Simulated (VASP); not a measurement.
Set up this calculation in VASP 6.6.1, as the native input.

* Task: single point
* Functional: PBE
* Potentials or basis: VASP PAW PBE potentials, release 64 (Na_pv, H)
* Cutoff: 520 eV
* k mesh: 9 × 9 × 2
* Occupations: gaussian, width 0.02 eV
* Spin: no spin polarisation
* Dipole correction: no
* Further INCAR settings: ALGO = Normal; EDIFF = 1e-07; NBANDS = 41

The structure of NaH lies in POSCAR:

```
NaH
1.0
    3.3748459206      0.0000000000      0.0000000000
   -1.6874229603      2.9227023011      0.0000000000
    0.0000000000      0.0000000000     20.1867484065
Na H
7 7
Direct
    0.0000000000      0.0000000000      0.0016124317
    0.3333333333      0.6666666667      0.1477014439
    0.0000000000      0.0000000000      0.2900626518
    0.6666666667      0.3333333333      0.4285714286
    0.3333333333      0.6666666667      0.5670802053
    0.0000000000      0.0000000000      0.7094414133
    0.3333333333      0.6666666667      0.8555304254
    0.6666666667      0.3333333333      0.0747312806
    0.6666666667      0.3333333333      0.2208466245
    0.3333333333      0.6666666667      0.3593276754
    0.0000000000      0.0000000000      0.4978151817
    0.6666666667      0.3333333333      0.6362962327
    0.6666666667      0.3333333333      0.7824115766
    0.6666666667      0.3333333333      0.9285714286
```

One way to write it, as run:

INCAR

```
ALGO = Normal
EDIFF = 1E-7
ENCUT = 520
GGA = PE
ISIF = 2
ISMEAR = 0
LASPH = True
LCHARG = False
LREAL = False
LWAVE = False
NBANDS = 41
NELM = 60
PREC = Accurate
SIGMA = 0.02
```

KPOINTS

```
k-points
0
Gamma
  9 9 2
```

Potentials or basis: VASP PAW PBE potentials, release 64 (Na_pv, H).

Command:

```console
$ cat potpaw_PBE.64/Na_pv/POTCAR potpaw_PBE.64/H/POTCAR > POTCAR
$ mpirun -np 1 vasp_std > vasp.out
```

It gave:

- Pressure: 0.0 GPa
- Largest force: 0.004 eV/Å
- Band gap on the k mesh: 2.83 eV (least direct gap 3.07 eV)

Wall time 2.2 min on 1 thread of AMD EPYC 9R45 96-Core Processor (Zen 5), on a shared host, peak memory 0.36 GiB.
